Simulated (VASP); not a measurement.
Here is a VASP 6.6.1 calculation.

Contents of POSCAR:

```
ZnS
1.0
    0.0000000000      2.6235105000      2.7046500000
    2.7857895000      0.0000000000      2.7046500000
    2.7857895000      2.6235105000      0.0000000000
Zn S
1 1
Direct
    0.0000000000      0.0000000000      0.0000000000
    0.7500000000      0.7500000000      0.7500000000
```

INCAR.step1

```
ALGO = Normal
EDIFF = 1E-4
ENCUT = 520
GGA = PE
ISMEAR = 0
LASPH = True
LCHARG = False
LREAL = False
LWAVE = True
NBANDS = 16
NELM = 80
PREC = Accurate
SIGMA = 0.05
```

Contents of INCAR.step2:

```
ALGO = Normal
EDIFF = 1E-6
ENCUT = 520
ISIF = 2
ISMEAR = 0
ISTART = 1
LASPH = True
LCHARG = False
LMIXTAU = True
LREAL = False
LWAVE = False
METAGGA = R2SCAN
NBANDS = 16
NELM = 80
PREC = Accurate
SIGMA = 0.05
```

File KPOINTS:

```
k-points
0
Gamma
  8 8 8
```

Potentials or basis: VASP PAW PBE potentials, release 64 (Zn, S).

Command:

```sh
$ cat potpaw_PBE.64/Zn/POTCAR potpaw_PBE.64/S/POTCAR > POTCAR
$ cp INCAR.step1 INCAR
$ mpirun -np 1 vasp_std > vasp.out
$ cp INCAR.step2 INCAR
$ mpirun -np 1 vasp_std > vasp.out
```

(1) Estimate the band gap on the k mesh.

(2) Predict the pressure.

Results:

(1) 2.56 eV, direct.

(2) -0.8 GPa.

Caveat: the cell differs from its parent crystal (strain +0.0300 x Voigt [1, -1, 0, 0, 0, 0]); the PAW data sets were made with another functional, which shifts forces and pressure a little.
